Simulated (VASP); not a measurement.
# ZnSe (F-43m) in VASP: notebook

Runs on ZnSe. Level: r2SCAN. Tasks: dielectric tensor.

All numbers are computed with VASP 6.6.1; they aren't measurements. Logs are shortened: lines on timing, memory, paths and dates and some standing lists are left out, and cuts for length are marked.

**1. The cell of the first run**

Symmetry: F-43m, No. 216, cubic system. The conventional cell has a = 5.721 Å, b = 5.721 Å, c = 5.721 Å, α = 90.00°, β = 90.00°, γ = 90.00°. Zn (site symmetry -43m) has 4 Se at 2.48 Å within 3.3 Å. Se (site symmetry -43m) has 4 Zn at 2.48 Å within 3.3 Å.

**2. Dielectric tensor, r2SCAN (strain +1.0%)**

INCAR reads:

```
PREC = Accurate ; ENCUT = 520
EDIFF = 1E-8 ; ISMEAR = 0
SIGMA = 0.01 ; LREAL = False
LASPH = True ; NELM = 60
ALGO = Normal ; ISIF = 2
LWAVE = False ; LCHARG = False
METAGGA = R2SCAN ; LMIXTAU = True
LCALCEPS = True
```

KPOINTS reads:

```
Automatic mesh
0
Gamma
  6 6 6
```

POSCAR reads:

```
ZnSe
1.0
    0.0000000000      2.8607448912      2.8607448912
    2.8607448912      0.0000000000      2.8607448912
    2.8607448912      2.8607448912      0.0000000000
Zn Se
1 1
Direct
    0.0000000000      0.0000000000      0.0000000000
    0.2500000000      0.2500000000      0.2500000000
```

Potentials or basis: VASP PAW PBE potentials, release 64 (Zn, Se).

The run is started by

```console
> cat potpaw_PBE.64/Zn/POTCAR potpaw_PBE.64/Se/POTCAR > POTCAR
> mpirun -np 1 vasp_std > vasp.out
```

OUTCAR:

```text
PREC = Accurate
   ENCUT = 520
   EDIFF = 1E-8
   ISMEAR = 0
   LREAL = False
   LASPH = True
   NELM = 60
   ISIF = 2
   METAGGA = R2SCAN

 ion  position               nearest neighbor table
   1  0.000  0.000  0.000-   2 2.48   2 2.48   2 2.48   2 2.48
   2  0.250  0.250  0.250-   1 2.48   1 2.48   1 2.48   1 2.48

  LATTYP: Found a face centered cubic cell.
 ALAT       =     5.7214897824

  Lattice vectors:

 A1 = (   0.0000000000,   2.8607448912,   2.8607448912)
 A2 = (   2.8607448912,   0.0000000000,   2.8607448912)
 A3 = (   2.8607448912,   2.8607448912,   0.0000000000)

Analysis of symmetry for initial positions (statically):
=====================================================================
 Subroutine PRICEL returns:
 Original cell was already a primitive cell.

 Routine SETGRP: Setting up the symmetry group for a
 face centered cubic supercell.

 Subroutine GETGRP returns: Found 24 space group operations
 (whereof 24 operations were pure point group operations)
 out of a pool of 48 trial point group operations.

The static configuration has the point symmetry T_d .

Analysis of symmetry for dynamics (positions and initial velocities):
=====================================================================
 Subroutine PRICEL returns:
 Original cell was already a primitive cell.

 Routine SETGRP: Setting up the symmetry group for a
 face centered cubic supercell.

 Subroutine GETGRP returns: Found 24 space group operations
 (whereof 24 operations were pure point group operations)
 out of a pool of 48 trial point group operations.

The dynamic configuration has the point symmetry T_d .

 Subroutine INISYM returns: Found 24 space group operations
 (whereof 24 operations are pure point group operations),
 and found     1 'primitive' translations

----------------------------------------------------------------------------------------

                                     Primitive cell

  volume of cell :      46.8239

  direct lattice vectors                    reciprocal lattice vectors
     0.000000000  2.860744891  2.860744891    -0.174779653  0.174779653  0.174779653
     2.860744891  0.000000000  2.860744891     0.174779653 -0.174779653  0.174779653
     2.860744891  2.860744891  0.000000000     0.174779653  0.174779653 -0.174779653

  length of vectors
     4.045704224  4.045704224  4.045704224     0.302727239  0.302727239  0.302727239

  position of ions in fractional coordinates (direct lattice)
     0.000000000  0.000000000  0.000000000
     0.250000000  0.250000000  0.250000000

  ion indices of the primitive-cell ions
   primitive index   ion index
                 1           1
                 2           2

----------------------------------------------------------------------------------------

 KPOINTS: Automatic mesh

Automatic generation of k-mesh.
 Grid dimensions read from file:
 generate k-points for:    6    6    6

 Generating k-lattice:

  Cartesian coordinates                     Fractional coordinates (reciprocal lattice)
    -0.029129942  0.029129942  0.029129942     0.166666667  0.000000000  0.000000000
     0.029129942 -0.029129942  0.029129942     0.000000000  0.166666667  0.000000000
     0.029129942  0.029129942 -0.029129942     0.000000000  0.000000000  0.166666667

  Length of vectors
     0.050454540  0.050454540  0.050454540

  Shift w.r.t. Gamma in fractional coordinates (k-lattice)
     0.000000000  0.000000000  0.000000000

 Subroutine IBZKPT returns following result:
 ===========================================

 Found     16 irreducible k-points:

 Following reciprocal coordinates:
            Coordinates               Weight
  0.000000  0.000000  0.000000      1.000000
  0.166667  0.000000  0.000000      8.000000
  0.333333  0.000000  0.000000      8.000000
  0.500000  0.000000  0.000000      4.000000
  0.166667  0.166667  0.000000      6.000000
  0.333333  0.166667  0.000000     24.000000
[... 8 lines left out ...]
 -0.333333  0.333333  0.166667     24.000000
 -0.333333  0.500000  0.166667     12.000000
   k-points           NKPTS =     16   k-points in BZ     NKDIM =     16   number of bands    NBANDS=     13
   number of dos      NEDOS =    301   number of ions     NIONS =      2
   total plane-waves  NPLWV =  27000
   dimension x,y,z NGX =    30 NGY =   30 NGZ =   30
   dimension x,y,z NGXF=    60 NGYF=   60 NGZF=   60
   ions per type =               1   1
   NGX,Y,Z   is equivalent  to a cutoff of  12.33, 12.33, 12.33 a.u.
   NGXF,Y,Z  is equivalent  to a cutoff of  24.66, 24.66, 24.66 a.u.
 SYSTEM =  unknown system
   PREC   = accura    normal or accurate (medium, high low for compatibility)
   ISTART =      0    job   : 0-new  1-cont  2-samecut
   ICHARG =      2    charge: 1-file 2-atom 10-const
   ISPIN  =      1    spin polarized calculation?
   LNONCOLLINEAR =      F non collinear calculations
   LSORBIT =      F    spin-orbit coupling
   LASPH  =      T    aspherical Exc in radial PAW
   ENCUT  =  520.0 eV  38.22 Ry    6.18 a.u.   7.52  7.52  7.52*2*pi/ulx,y,z
   NELM   =     60;   NELMIN=  2; NELMDL= -5     # of ELM steps
   EDIFF  = 0.1E-07   stopping-criterion for ELM
   LREAL  =      F    real-space projection
   EDIFFG = 0.1E-06   stopping-criterion for IOM
   NSW    =      0    number of steps for IOM
   IBRION =     -1    ionic relax: 0-MD 1-quasi-New 2-CG
   NFREE  =      0    steps in history (QN), initial steepest desc. (CG)
   ISIF   =      2    stress and relaxation
   ISYM   =      2    0-nonsym 1-usesym 2-fastsym
   POTIM  = 0.5000    time-step for ionic-motion
   TEBEG  =    0.0;   TEEND  =   0.0 temperature during run
   PSTRESS=    0.0 pullay stress
   NELECT =      18.0000    total number of electrons
   NUPDOWN=      -1.0000    fix difference up-down
   EMIN   =  10.00;   EMAX   =-10.00  energy-range for DOS
   EFERMI =   0.00;   METHOD = LEGACY
   ISMEAR =     0;   SIGMA  =   0.01  broadening in eV -4-tet -1-fermi 0-gaus
   EFERMI_NEDOS =   21; number of points for ismear=-14 and -15
   IALGO  =     38    algorithm
   IMIX   =      4    mixing-type and parameters
     AMIX     =   0.40;   BMIX     =  1.00
     AMIX_MAG =   1.60;   BMIX_MAG =  1.00
  volume/ion in A,a.u.               =      23.41       157.99
  Fermi-wavevector in a.u.,A,eV,Ry     =   1.190355  2.249445 19.278711  1.416945
  Thomas-Fermi vector in A             =   2.326442
   LORBIT       =      0    0 simple, 1 ext, 2 COOP (PROOUT), +10 PAW based schemes
   METAGGA = R2SCAN    functional components
   LHFCALC =     F    Hartree Fock is set to
   AEXX    =    0.0000 exact exchange contribution
   IVDW    =     0    specifies the selected vdW correction
   LEPSILON=     F    determine dielectric tensor
   LRPA    =     F    only Hartree local field effects (RPA)
   LRPA       =     F
 non-spin polarized calculation
 Gauss-broadening in eV      SIGMA  =   0.01
  energy-cutoff  :      520.00
  volume of cell :       46.82
 maximum number of plane-waves:      1283
   NGX = 15   NGY = 15   NGZ = 15

 number of electron      18.0000019 magnetization

 Free energy of the ion-electron system (eV)
  ---------------------------------------------------
  ext. energy  EPLUGINS =         0.00000000
  ---------------------------------------------------
  free energy    TOTEN  =       -24.89799380 eV

  energy without entropy =      -24.89799380  energy(sigma->0) =      -24.89799380

 E-fermi :   1.1045     XC(G=0):  -9.7811

 val. band max:        1.0605078237   @ k =   0.0000   0.0000   0.0000
 cond. band min:   10000.0000000000   @ k =   0.0000   0.0000   0.0000
 fundamental gap:   9998.9394921763
 Fermi energy:         1.1044754690

 k-point     1 :       0.0000    0.0000    0.0000
  band No.  band energies     occupation
      1     -12.4680      2.00000
      2      -5.5393      2.00000
      3      -5.5387      2.00000
      4      -5.5382      2.00000
      5      -5.1598      2.00000
      6      -5.1597      2.00000
      7       1.0602      2.00000
      8       1.0604      2.00000
      9       1.0605      2.00000
     10   10000.0000      0.00000
     11   10000.0000      0.00000
     12   10000.0000      0.00000
     13   10000.0000      0.00000
[... 353 lines left out ...]
 k-point    24 :       0.0000    0.3333    0.1667
  band No.  band energies     occupation
      1     -11.9263      2.00000
      2      -5.4905      2.00000
      3      -5.4340      2.00000
      4      -5.4049      2.00000
      5      -5.1706      2.00000
      6      -5.1389      2.00000
      7      -2.3152      2.00000
      8      -0.1617      2.00000
      9      -0.0616      2.00000
     10   10000.0000      0.00000
     11   10000.0000      0.00000
     12   10000.0000      0.00000
     13   10000.0000      0.00000

 [... further k-points ...]

------------------------ aborting loop because EDIFF is reached ----------------------------------------

            Ionic dipole moment: p[ion]=(     8.58223     8.58223     8.58223 ) |e| Angst

 Total electronic dipole moment: p[elc]=(     0.01270     0.01270     0.02635 ) |e| Angst

 MACROSCOPIC STATIC DIELECTRIC TENSOR (including local field effects)
 ------------------------------------------------------
           6.276551    -0.000000    -0.000000
          -0.000000     6.276551     0.000000
          -0.000000     0.000000     6.276551
 ------------------------------------------------------

 PIEZOELECTRIC TENSOR (including local field effects) (e Angst)
          XX          YY          ZZ          XY          YZ          ZX
  --------------------------------------------------------------------------------
  x     0.00000    -0.00000    -0.00000     0.00000    -2.02654     0.00000
  y    -0.00000    -0.00000    -0.00000     0.00000     0.00000    -2.02654
  z    -0.00000    -0.00000    -0.00000    -2.02654     0.00000    -0.00000

 PIEZOELECTRIC TENSOR (including local field effects) (C/m^2)
          XX          YY          ZZ          XY          YZ          ZX
  --------------------------------------------------------------------------------
  x     0.00000    -0.00000    -0.00000     0.00000    -0.69342     0.00000
  y    -0.00000    -0.00000    -0.00000     0.00000     0.00000    -0.69342
  z    -0.00000    -0.00000    -0.00000    -0.69342     0.00000    -0.00000

 BORN EFFECTIVE CHARGES (including local field effects) (in |e|, cummulative output)
 ---------------------------------------------------------------------------------
 ion    1
    1     2.09792     0.00000     0.00000
    2     0.00000     2.09792     0.00000
    3    -0.00000     0.00000     2.09792
 ion    2
    1    -2.09792     0.00000     0.00000
    2     0.00000    -2.09792     0.00000
    3    -0.00000     0.00000    -2.09792

  FORCE on cell =-STRESS in cart. coord.  units (eV):
  Direction    XX          YY          ZZ          XY          YZ          ZX
  --------------------------------------------------------------------------------------
  -------------------------------------------------------------------------------------
  Total       -0.5007706     -0.5007706     -0.5007706     -0.0000000     -0.0000000     -0.0000000
  in kB      -17.1349173    -17.1349173    -17.1349173     -0.0000000     -0.0000000     -0.0000000
  external PRESSURE =     -17.1349173 kB  Pullay stress =       0.0000000 kB

 VOLUME and BASIS-vectors are now :
 -----------------------------------------------------------------------------
  energy-cutoff  :      520.00
  volume of cell :       46.82
      direct lattice vectors                 reciprocal lattice vectors
     0.000000000  2.860744891  2.860744891    -0.174779653  0.174779653  0.174779653
     2.860744891  0.000000000  2.860744891     0.174779653 -0.174779653  0.174779653
     2.860744891  2.860744891  0.000000000     0.174779653  0.174779653 -0.174779653

 POSITION                                       TOTAL-FORCE (eV/Angst)
 -----------------------------------------------------------------------------------
      0.00000      0.00000      0.00000        -0.000000     -0.000000      0.000000
      1.43037      1.43037      1.43037         0.000000      0.000000     -0.000000
 -----------------------------------------------------------------------------------
    total drift:                                0.000017      0.000017      0.000016

  FREE ENERGIE OF THE ION-ELECTRON SYSTEM (eV)
  ---------------------------------------------------
  free  energy   TOTEN  =       -24.8979937953 eV

  energy  without entropy=      -24.8979937953  energy(sigma->0) =      -24.89799380
```

Wall time 19 min (1 thread of Intel Xeon 6975P-C (Granite Rapids), shared host); peak memory 0.32 GiB.

What came out:

```yaml
Band_gap_on_the_k_mesh: 1.74 eV
Electronic_dielectric_tensor_diagonal: 6.28
Born_charges_mean_of_the_diagonal: Zn +2.10; Se -2.10 e
```

Electronic dielectric tensor:
```
6.28 0.00 0.00
0.00 6.28 0.00
0.00 0.00 6.28
```

Born effective charge tensors (e):
atom 1, Zn
```
2.10 0.00 0.00
0.00 2.10 0.00
0.00 0.00 2.10
```
atom 2, Se
```
-2.10  0.00  0.00
 0.00 -2.10  0.00
 0.00  0.00 -2.10
```

Dipole moments of the cell (e·Å, modulo the quantum): ionic 8.582, 8.582, 8.582; electronic 0.013, 0.013, 0.026

Caveat: the cell differs from its parent crystal (strain +1.0%); the PAW data sets were made with another functional, which shifts forces and pressure a little.

**3. Dielectric tensor, r2SCAN (strain +2.0%)**

INCAR reads:

```
SYSTEM = ZnSe
ALGO = Normal
EDIFF = 1E-8
ENCUT = 520
ISIF = 2
ISMEAR = 0
LASPH = .TRUE.
LCALCEPS = .TRUE.
LCHARG = .FALSE.
LMIXTAU = .TRUE.
LREAL = .FALSE.
LWAVE = .FALSE.
METAGGA = R2SCAN
NELM = 80
PREC = Accurate
SIGMA = 0.01
```

KPOINTS reads:

```
k-points
0
G
  6 6 6
  0 0 0
```

POSCAR reads:

```
ZnSe
1.0
    0.0000000000      2.8890690981      2.8890690981
    2.8890690981      0.0000000000      2.8890690981
    2.8890690981      2.8890690981      0.0000000000
Zn Se
1 1
Direct
    0.0000000000      0.0000000000      0.0000000000
    0.2500000000      0.2500000000      0.2500000000
```

Potentials or basis: VASP PAW PBE potentials, release 64 (Zn, Se).

The run is started by

```console
> cat potpaw_PBE.64/Zn/POTCAR potpaw_PBE.64/Se/POTCAR > POTCAR
> mpirun -np 1 vasp_std > vasp.out
```

OUTCAR:

```text
SYSTEM = ZnSe
   EDIFF = 1E-8
   ENCUT = 520
   ISIF = 2
   ISMEAR = 0
   LASPH = .TRUE.
   LREAL = .FALSE.
   METAGGA = R2SCAN
   NELM = 80
   PREC = Accurate

 ion  position               nearest neighbor table
   1  0.000  0.000  0.000-   2 2.50   2 2.50   2 2.50   2 2.50
   2  0.250  0.250  0.250-   1 2.50   1 2.50   1 2.50   1 2.50

  LATTYP: Found a face centered cubic cell.
 ALAT       =     5.7781381962

  Lattice vectors:

 A1 = (   0.0000000000,   2.8890690981,   2.8890690981)
 A2 = (   2.8890690981,   0.0000000000,   2.8890690981)
[... 597 lines left out ...]
    3     0.00000     0.00000    -2.14001

  FORCE on cell =-STRESS in cart. coord.  units (eV):
  Direction    XX          YY          ZZ          XY          YZ          ZX
  --------------------------------------------------------------------------------------
  -------------------------------------------------------------------------------------
  Total       -0.9940636     -0.9940636     -0.9940636      0.0000000      0.0000000      0.0000000
  in kB      -33.0233378    -33.0233378    -33.0233378      0.0000000      0.0000000      0.0000000
  external PRESSURE =     -33.0233378 kB  Pullay stress =       0.0000000 kB

 VOLUME and BASIS-vectors are now :
 -----------------------------------------------------------------------------
  energy-cutoff  :      520.00
  volume of cell :       48.23
      direct lattice vectors                 reciprocal lattice vectors
     0.000000000  2.889069098  2.889069098    -0.173066127  0.173066127  0.173066127
     2.889069098  0.000000000  2.889069098     0.173066127 -0.173066127  0.173066127
     2.889069098  2.889069098  0.000000000     0.173066127  0.173066127 -0.173066127

 POSITION                                       TOTAL-FORCE (eV/Angst)
 -----------------------------------------------------------------------------------
      0.00000      0.00000      0.00000        -0.000000     -0.000000     -0.000000
      1.44453      1.44453      1.44453         0.000000      0.000000      0.000000
 -----------------------------------------------------------------------------------
    total drift:                                0.000017      0.000017      0.000017

  FREE ENERGIE OF THE ION-ELECTRON SYSTEM (eV)
  ---------------------------------------------------
  free  energy   TOTEN  =       -24.8753345815 eV

  energy  without entropy=      -24.8753345815  energy(sigma->0) =      -24.87533458
```

OSZICAR:

```text
N       E                     dE             d eps       ncg     rms          rms(c)
DAV:   1     0.642391429738E+02    0.64239E+02   -0.93366E+03   416   0.159E+03
DAV:   2    -0.218824490549E+02   -0.86122E+02   -0.81979E+02   451   0.272E+02
[... 13 lines left out ...]
DMP:  12    -0.248753344708E+02   -0.71930E-07   -0.57528E-07   884   0.778E-07   0.127E-06
DMP:  13    -0.248753345162E+02   -0.45453E-07   -0.35111E-07   884   0.443E-07   0.836E-07
DMP:  14    -0.248753345446E+02   -0.28404E-07   -0.21674E-07   884   0.263E-07   0.537E-07
DMP:  15    -0.248753345628E+02   -0.18225E-07   -0.13606E-07   884   0.157E-07   0.352E-07
DMP:  16    -0.248753345744E+02   -0.11607E-07   -0.83498E-08   884   0.909E-08   0.227E-07
DMP:  17    -0.248753345815E+02   -0.71068E-08   -0.51011E-08   884   0.540E-08   0.142E-07
   1 F= -.24875335E+02 E0= -.24875335E+02  d E =-.461807E-12
```

stdout:

```text
POSCAR found type information on POSCAR ZnSe
 POSCAR found :  2 types and       2 ions
 scaLAPACK will be used
 -----------------------------------------------------------------------------
|                                                                             |
[... 110 lines left out ...]
 p_tot=(  0.868E+01  0.870E+01  0.868E+01 )
dp_tot=(  0.882E-05  0.142E-01  0.909E-05 )  diag[e(oo)]=(    ---    6.32047    ---   )
 p_tot=(  0.868E+01  0.870E+01  0.868E+01 )
dp_tot=(  0.885E-05  0.142E-01  0.961E-05 )  diag[e(oo)]=(    ---    6.33186    ---   )
 p_tot=(  0.868E+01  0.870E+01  0.868E+01 )
dp_tot=(  0.819E-05  0.142E-01  0.941E-05 )  diag[e(oo)]=(    ---    6.32892    ---   )
 p_tot=(  0.868E+01  0.870E+01  0.868E+01 )
dp_tot=(  0.753E-05  0.142E-01  0.904E-05 )  diag
```

Wall time 19 min (1 thread of Intel Xeon 6975P-C (Granite Rapids), shared host); peak memory 0.33 GiB.

Results:

```
Band gap on the k mesh                  : 1.62 eV
Electronic dielectric tensor (diagonal) : 6.33
Born charges (mean of the diagonal)     : Zn +2.14; Se -2.14 e
```

Levels at points of the mesh, in eV from the valence-band top:
| k point | band 7 | band 8 | band 9 | band 10 | band 11 | band 12 |
| --- | --- | --- | --- | --- | --- | --- |
| (0.00, 0.00, 0.00) | 0.00 | 0.00 | 0.00 | 1.62 | 6.33 | 6.33 |
| (0.50, 0.00, 0.00) | -4.93 | -0.80 | -0.80 | 2.94 | 6.87 | 6.87 |
| (0.50, 0.50, 0.00) | -4.54 | -2.03 | -2.03 | 3.46 | 3.86 | 11.06 |

Electronic dielectric tensor:
```
6.33 0.00 0.00
0.00 6.33 0.00
0.00 0.00 6.33
```

Born effective charge tensors (e):
atom 1, Zn
```
2.14 0.00 0.00
0.00 2.14 0.00
0.00 0.00 2.14
```
atom 2, Se
```
-2.14  0.00  0.00
 0.00 -2.14  0.00
 0.00  0.00 -2.14
```

Dipole moments of the cell (e·Å, modulo the quantum): ionic 8.667, 8.667, 8.667; electronic 0.014, 0.014, 0.028

Caveat: the cell differs from its parent crystal (strain +2.0%); the PAW data sets were made with another functional, which shifts forces and pressure a little.
